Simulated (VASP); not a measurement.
TiH, 2 atoms in the cell. It takes space group Fm-3m (No. 225, cubic). The conventional cell has a = 4.179 Å, b = 4.179 Å, c = 4.179 Å, α = 90.00°, β = 90.00°, γ = 90.00°. Within 2.8 Å of Ti (site symmetry m-3m) lie 6 H at 2.09 Å. Within 2.8 Å of H (site symmetry m-3m) lie 6 Ti at 2.09 Å. 

* Program: VASP 6.6.1
* Task: single point
* Functional: PBEsol
* Potentials or basis: VASP PAW PBE potentials, release 64 (Ti_sv, H)
* Cutoff: 500 eV
* k mesh: 30 × 30 × 30
* Occupations: gaussian, width 0.15 eV
* Spin: no spin polarisation
* Dipole correction: no
* Further INCAR settings: ALGO = Normal; EDIFF = 1e-06; NBANDS = 14

Potentials or basis: VASP PAW PBE potentials, release 64 (Ti_sv, H).

Launch:

```sh
$ cat potpaw_PBE.64/Ti_sv/POTCAR potpaw_PBE.64/H/POTCAR > POTCAR
$ mpirun -np 1 vasp_std > vasp.out
```

Hardware: 1 thread of Intel(R) Xeon(R) Platinum 8488C (Sapphire Rapids), with other jobs on the host.

Q: Estimate the wall time of this run.

A: Wall time 82 s on 1 thread of Intel(R) Xeon(R) Platinum 8488C (Sapphire Rapids) (shared host), peak memory 0.29 GiB. Counts: scf iterations 12, k points 752.
